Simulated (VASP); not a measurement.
# Ca (Fm-3m) in VASP: further runs

The runs below take Ca through single point, with r2SCAN.

Everything below comes from runs of VASP 6.6.1. Logs are shortened: lines on timing, memory, paths and dates and some standing lists are left out, and cuts for length are marked.

### Step 1. The cell of the first run

Symmetry: Fm-3m, No. 225, cubic system. Conventional cell: a = 5.567 Å, b = 5.567 Å, c = 5.567 Å, α = 90.00°, β = 90.00°, γ = 90.00°. Within 5.2 Å of Ca (site symmetry m-3m) lie 12 Ca at 3.94 Å.

### Step 2. Single point, r2SCAN

POSCAR reads:

```
Ca
1.0
    0.0000000000      2.7835023068      2.7835023068
    2.7835023068      0.0000000000      2.7835023068
    2.7835023068      2.7835023068      0.0000000000
Ca
1
Direct
    0.0000000000      0.0000000000      0.0000000000
```

INCAR.step1 reads:

```
SYSTEM = Ca
PREC = Accurate
ENCUT = 520
ISMEAR = 0
SIGMA = 0.03
LREAL = .False.
LASPH = .True.
NELM = 80
NBANDS = 11
GGA = PE
ALGO = Normal
EDIFF = 1E-4
LWAVE = .True.
LCHARG = .False.
```

INCAR.step2 reads:

```
SYSTEM = Ca
PREC = Accurate
ENCUT = 520
EDIFF = 1E-6
ISMEAR = 0
SIGMA = 0.03
LREAL = .False.
LASPH = .True.
NELM = 80
ALGO = Normal
ISIF = 2
LWAVE = .False.
LCHARG = .True.
METAGGA = R2SCAN
LMIXTAU = .True.
LELF = .True.
LVHAR = .True.
NBANDS = 11
ISTART = 1
```

KPOINTS reads:

```
Automatic mesh
0
Gamma
  10 10 10
  0 0 0
```

Potentials or basis: VASP PAW PBE potentials, release 64 (Ca_sv).

Launch:

```
> cat potpaw_PBE.64/Ca_sv/POTCAR > POTCAR
> cp INCAR.step1 INCAR
> mpirun -np 1 vasp_std > vasp.out
> cp INCAR.step2 INCAR
> mpirun -np 1 vasp_std > vasp.out
```

OUTCAR:

```text
SYSTEM = Ca
   PREC = Accurate
   ENCUT = 520
   EDIFF = 1E-6
   ISMEAR = 0
   LREAL = .False.
   LASPH = .True.
   NELM = 80
   ISIF = 2
   METAGGA = R2SCAN
   ISTART = 1

 ion  position               nearest neighbor table
   1  0.000  0.000  0.000-

  LATTYP: Found a face centered cubic cell.
 ALAT       =     5.5670046136

  Lattice vectors:

 A1 = (   0.0000000000,   2.7835023068,   2.7835023068)
 A2 = (   2.7835023068,   0.0000000000,   2.7835023068)
 A3 = (   2.7835023068,   2.7835023068,   0.0000000000)

Analysis of symmetry for initial positions (statically):
=====================================================================
 Subroutine PRICEL returns:
 Original cell was already a primitive cell.

 Routine SETGRP: Setting up the symmetry group for a
 face centered cubic supercell.

 Subroutine GETGRP returns: Found 48 space group operations
 (whereof 48 operations were pure point group operations)
 out of a pool of 48 trial point group operations.

The static configuration has the point symmetry O_h .

Analysis of symmetry for dynamics (positions and initial velocities):
=====================================================================
 Subroutine PRICEL returns:
 Original cell was already a primitive cell.

 Routine SETGRP: Setting up the symmetry group for a
 face centered cubic supercell.

 Subroutine GETGRP returns: Found 48 space group operations
 (whereof 48 operations were pure point group operations)
 out of a pool of 48 trial point group operations.

The dynamic configuration has the point symmetry O_h .

 Subroutine INISYM returns: Found 48 space group operations
 (whereof 48 operations are pure point group operations),
 and found     1 'primitive' translations

----------------------------------------------------------------------------------------

                                     Primitive cell

  volume of cell :      43.1325

  direct lattice vectors                    reciprocal lattice vectors
     0.000000000  2.783502307  2.783502307    -0.179629813  0.179629813  0.179629813
     2.783502307  0.000000000  2.783502307     0.179629813 -0.179629813  0.179629813
     2.783502307  2.783502307  0.000000000     0.179629813  0.179629813 -0.179629813

  length of vectors
     3.936466713  3.936466713  3.936466713     0.311127963  0.311127963  0.311127963

  position of ions in fractional coordinates (direct lattice)
     0.000000000  0.000000000  0.000000000

  ion indices of the primitive-cell ions
   primitive index   ion index
                 1           1

----------------------------------------------------------------------------------------

 KPOINTS: Automatic mesh

Automatic generation of k-mesh.
 Grid dimensions read from file:
 generate k-points for:   10   10   10

 Generating k-lattice:

  Cartesian coordinates                     Fractional coordinates (reciprocal lattice)
    -0.017962981  0.017962981  0.017962981     0.100000000  0.000000000  0.000000000
     0.017962981 -0.017962981  0.017962981     0.000000000  0.100000000  0.000000000
     0.017962981  0.017962981 -0.017962981     0.000000000  0.000000000  0.100000000

  Length of vectors
     0.031112796  0.031112796  0.031112796

  Shift w.r.t. Gamma in fractional coordinates (k-lattice)
     0.000000000  0.000000000  0.000000000

 Subroutine IBZKPT returns following result:
 ===========================================

 Found     47 irreducible k-points:

 Following reciprocal coordinates:
            Coordinates               Weight
  0.000000  0.000000  0.000000      1.000000
  0.100000  0.000000  0.000000      8.000000
  0.200000  0.000000  0.000000      8.000000
  0.300000  0.000000  0.000000      8.000000
  0.400000  0.000000  0.000000      8.000000
  0.500000  0.000000  0.000000      4.000000
[... 16 lines left out ...]
  0.300000  0.300000  0.000000      6.000000
  0.400000  0.300000  0.000000     24.000000
 [... further k-points ...]
   k-points           NKPTS =     47   k-points in BZ     NKDIM =     47   number of bands    NBANDS=     11
   number of dos      NEDOS =    301   number of ions     NIONS =      1
   total plane-waves  NPLWV =  27000
   dimension x,y,z NGX =    30 NGY =   30 NGZ =   30
   dimension x,y,z NGXF=    60 NGYF=   60 NGZF=   60
   ions per type =               1
   NGX,Y,Z   is equivalent  to a cutoff of  12.67, 12.67, 12.67 a.u.
   NGXF,Y,Z  is equivalent  to a cutoff of  25.34, 25.34, 25.34 a.u.
 SYSTEM =  Ca
   PREC   = accura    normal or accurate (medium, high low for compatibility)
   ISTART =      1    job   : 0-new  1-cont  2-samecut
   ICHARG =      0    charge: 1-file 2-atom 10-const
   ISPIN  =      1    spin polarized calculation?
   LNONCOLLINEAR =      F non collinear calculations
   LSORBIT =      F    spin-orbit coupling
   LASPH  =      T    aspherical Exc in radial PAW
   ENCUT  =  520.0 eV  38.22 Ry    6.18 a.u.   7.32  7.32  7.32*2*pi/ulx,y,z
   NELM   =     80;   NELMIN=  2; NELMDL=  0     # of ELM steps
   EDIFF  = 0.1E-05   stopping-criterion for ELM
   LREAL  =      F    real-space projection
   EDIFFG = 0.1E-04   stopping-criterion for IOM
   NSW    =      0    number of steps for IOM
   IBRION =     -1    ionic relax: 0-MD 1-quasi-New 2-CG
   NFREE  =      0    steps in history (QN), initial steepest desc. (CG)
   ISIF   =      2    stress and relaxation
   ISYM   =      2    0-nonsym 1-usesym 2-fastsym
   POTIM  = 0.5000    time-step for ionic-motion
   TEBEG  =    0.0;   TEEND  =   0.0 temperature during run
   PSTRESS=    0.0 pullay stress
   NELECT =      10.0000    total number of electrons
   NUPDOWN=      -1.0000    fix difference up-down
   EMIN   =  10.00;   EMAX   =-10.00  energy-range for DOS
   EFERMI =   0.00;   METHOD = LEGACY
   ISMEAR =     0;   SIGMA  =   0.03  broadening in eV -4-tet -1-fermi 0-gaus
   EFERMI_NEDOS =   21; number of points for ismear=-14 and -15
   IALGO  =     38    algorithm
   IMIX   =      4    mixing-type and parameters
     AMIX     =   0.40;   BMIX     =  1.00
     AMIX_MAG =   1.60;   BMIX_MAG =  1.00
  volume/ion in A,a.u.               =      43.13       291.07
  Fermi-wavevector in a.u.,A,eV,Ry     =   1.005711  1.900518 13.761678  1.011455
  Thomas-Fermi vector in A             =   2.138408
   LORBIT       =      0    0 simple, 1 ext, 2 COOP (PROOUT), +10 PAW based schemes
   METAGGA = R2SCAN    functional components
   LHFCALC =     F    Hartree Fock is set to
   AEXX    =    0.0000 exact exchange contribution
   IVDW    =     0    specifies the selected vdW correction
   LEPSILON=     F    determine dielectric tensor
   LRPA    =     F    only Hartree local field effects (RPA)
 non-spin polarized calculation
 Gauss-broadening in eV      SIGMA  =   0.03
  energy-cutoff  :      520.00
  volume of cell :       43.13
 maximum number of plane-waves:      1211
 NGX is ok and might be reduce to    30
   NGX = 15   NGY = 15   NGZ = 15

 number of electron       9.9999998 magnetization

 Free energy of the ion-electron system (eV)
  ---------------------------------------------------
  ext. energy  EPLUGINS =         0.00000000
  ---------------------------------------------------
  free energy    TOTEN  =        -7.03513459 eV

  energy without entropy =       -7.03464265  energy(sigma->0) =       -7.03488862

 E-fermi :   1.9328     XC(G=0):  -8.1477

 val. band max:        1.8970371495   @ k =  -0.4000   0.3000   0.0000
 cond. band min:       1.9393615507   @ k =  -0.3000   0.4000   0.1000
 fundamental gap:      0.0423244012
 Fermi energy:         1.9328207966

 k-point     1 :       0.0000    0.0000    0.0000
  band No.  band energies     occupation
      1     -41.9224      2.00000
      2     -21.9530      2.00000
      3     -21.9530      2.00000
      4     -21.9529      2.00000
      5      -2.3366      2.00000
      6       4.5873      0.00000
      7       4.5873      0.00000
      8       4.5873      0.00000
      9       5.6859      0.00000
     10       5.6859      0.00000
     11      11.4195      0.00000

 k-point     2 :       0.1000    0.0000    0.0000
  band No.  band energies     occupation
      1     -41.9212      2.00000
      2     -21.9661      2.00000
      3     -21.9547      2.00000
      4     -21.9547      2.00000
      5      -2.1591      2.00000
      6       4.3833      0.00000
      7       4.6509      0.00000
      8       4.6509      0.00000
      9       5.6296      0.00000
     10       5.6296      0.00000
     11      11.5867      0.00000

 k-point     3 :       0.2000    0.0000    0.0000
  band No.  band energies     occupation
      1     -41.9179      2.00000
      2     -22.0002      2.00000
      3     -21.9594      2.00000
      4     -21.9593      2.00000
      5      -1.6430      2.00000
      6       3.8681      0.00000
      7       4.7370      0.00000
      8       4.7370      0.00000
      9       5.6035      0.00000
     10       5.6035      0.00000
     11      10.4982      0.00000

 k-point     4 :       0.3000    0.0000    0.0000
  band No.  band energies     occupation
      1     -41.9139      2.00000
      2     -22.0420      2.00000
      3     -21.9651      2.00000
      4     -21.9650      2.00000
      5      -0.8391      2.00000
      6       3.1787      0.00000
      7       4.6517      0.00000
      8       4.6517      0.00000
      9       5.8515      0.00000
     10       5.8515      0.00000
     11       9.0016      0.00000
[... 239 lines left out ...]
 k-point    22 :      -0.2000    0.2000    0.0000
  band No.  band energies     occupation
      1     -41.9125      2.00000
      2     -22.0355      2.00000
      3     -21.9904      2.00000
      4     -21.9644      2.00000
      5      -0.5735      2.00000
      6       3.3178      0.00000
      7       4.1052      0.00000
      8       5.0307      0.00000
      9       5.2849      0.00000
     10       6.3245      0.00000
     11       9.4820      0.00000

 k-point    23 :       0.3000    0.3000    0.0000
  band No.  band energies     occupation
      1     -41.9110      2.00000
      2     -22.0379      2.00000
      3     -21.9852      2.00000
      4     -21.9851      2.00000
      5      -0.3817      2.00000
      6       3.2089      0.00000
      7       4.0037      0.00000
      8       5.4391      0.00000
      9       5.4391      0.00000
     10       6.1217      0.00000
     11      10.3558      0.00000

 k-point    24 :       0.4000    0.3000    0.0000
  band No.  band energies     occupation
      1     -41.9085      2.00000
      2     -22.0559      2.00000
      3     -21.9949      2.00000
      4     -21.9907      2.00000
      5       0.3088      2.00000
      6       2.9481      0.00000
      7       3.5860      0.00000
      8       5.5498      0.00000
      9       5.8602      0.00000
     10       6.3333      0.00000
     11       8.9614      0.00000

 [... further k-points ...]

------------------------ aborting loop because EDIFF is reached ----------------------------------------

  FORCE on cell =-STRESS in cart. coord.  units (eV):
  Direction    XX          YY          ZZ          XY          YZ          ZX
  --------------------------------------------------------------------------------------
  -------------------------------------------------------------------------------------
  Total        0.0026967      0.0026967      0.0026967      0.0000000      0.0000000      0.0000000
  in kB        0.1001694      0.1001694      0.1001694      0.0000000      0.0000000      0.0000000
  external PRESSURE =       0.1001694 kB  Pullay stress =       0.0000000 kB

 VOLUME and BASIS-vectors are now :
 -----------------------------------------------------------------------------
  energy-cutoff  :      520.00
  volume of cell :       43.13
      direct lattice vectors                 reciprocal lattice vectors
     0.000000000  2.783502307  2.783502307    -0.179629813  0.179629813  0.179629813
     2.783502307  0.000000000  2.783502307     0.179629813 -0.179629813  0.179629813
     2.783502307  2.783502307  0.000000000     0.179629813  0.179629813 -0.179629813

 POSITION                                       TOTAL-FORCE (eV/Angst)
 -----------------------------------------------------------------------------------
      0.00000      0.00000      0.00000        -0.000000     -0.000000      0.000000
 -----------------------------------------------------------------------------------
    total drift:                               -0.000000     -0.000000      0.000000

  FREE ENERGIE OF THE ION-ELECTRON SYSTEM (eV)
  ---------------------------------------------------
  free  energy   TOTEN  =        -7.0351345925 eV

  energy  without entropy=       -7.0346426543  energy(sigma->0) =       -7.03488862
```

Run time: 40 s. Hardware: 1 thread of Intel Xeon 6975P-C (Granite Rapids), shared host; peak memory 0.18 GiB.

Results:

- Free energy: -7.0351 eV
- Pressure: 0.0 GPa
- Band gap on the k mesh: zero (bands 5 and 6 overlap by 0.48 eV)

Caveat: the PAW data sets were made with another functional, which shifts forces and pressure a little.

### Step 3. Single point, r2SCAN

POSCAR is that of step 2.

INCAR.step1 reads:

```
ALGO     = Normal         # electronic algorithm
EDIFF    = 1E-4           # SCF threshold, eV
ENCUT    = 520            # plane-wave cutoff, eV
GGA      = PE             # functional
ISMEAR   = 0              # smearing method
LASPH    = True           # aspherical terms in the spheres
LCHARG   = False          # write CHGCAR
LREAL    = False          # projectors in reciprocal space
LWAVE    = True           # write WAVECAR
NBANDS   = 11             # bands
NELM     = 60             # most SCF steps
PREC     = Accurate       # precision mode
SIGMA    = 0.1            # smearing width, eV
```

INCAR.step2 reads:

```
ALGO     = Normal         # electronic algorithm
EDIFF    = 1E-6           # SCF threshold, eV
ENCUT    = 520            # plane-wave cutoff, eV
ISIF     = 2              # what is computed and relaxed
ISMEAR   = 0              # smearing method
ISTART   = 1            
LASPH    = True           # aspherical terms in the spheres
LCHARG   = True           # write CHGCAR
LELF     = True           # ELF
LMIXTAU  = True         
LREAL    = False          # projectors in reciprocal space
LVHAR    = True         
LWAVE    = False          # write WAVECAR
METAGGA  = R2SCAN         # meta-GGA
NBANDS   = 11             # bands
NELM     = 60             # most SCF steps
PREC     = Accurate       # precision mode
SIGMA    = 0.1            # smearing width, eV
```

KPOINTS reads:

```
k-points
0
Gamma
  10 10 10
```

Potentials or basis: VASP PAW PBE potentials, release 64 (Ca_sv).

Launch:

```
> cat potpaw_PBE.64/Ca_sv/POTCAR > POTCAR
> cp INCAR.step1 INCAR
> mpirun -np 1 vasp_std > vasp.out
> cp INCAR.step2 INCAR
> mpirun -np 1 vasp_std > vasp.out
```

Run time: 45 s. Hardware: 1 thread of Intel Xeon 6975P-C (Granite Rapids), shared host; peak memory 0.17 GiB.

Results (log left out):

- Free energy: -7.0374 eV
- Pressure: 0.0 GPa
- Band gap on the k mesh: zero (bands 5 and 6 overlap by 0.48 eV)

Levels at points of the mesh, in eV from the Fermi level:
| k point | band 3 | band 4 | band 5 | band 6 | band 7 | band 8 |
| --- | --- | --- | --- | --- | --- | --- |
| (0.00, 0.00, 0.00) | -23.89 | -23.89 | -4.27 | 2.65 | 2.65 | 2.65 |
| (0.50, 0.00, 0.00) | -23.91 | -23.91 | -0.96 | -0.32 | 2.51 | 2.51 |
| (0.50, 0.50, 0.00) | -23.94 | -23.94 | -0.41 | 0.74 | 0.88 | 4.44 |

Caveat: the PAW data sets were made with another functional, which shifts forces and pressure a little.

[end of part 1 of 2]
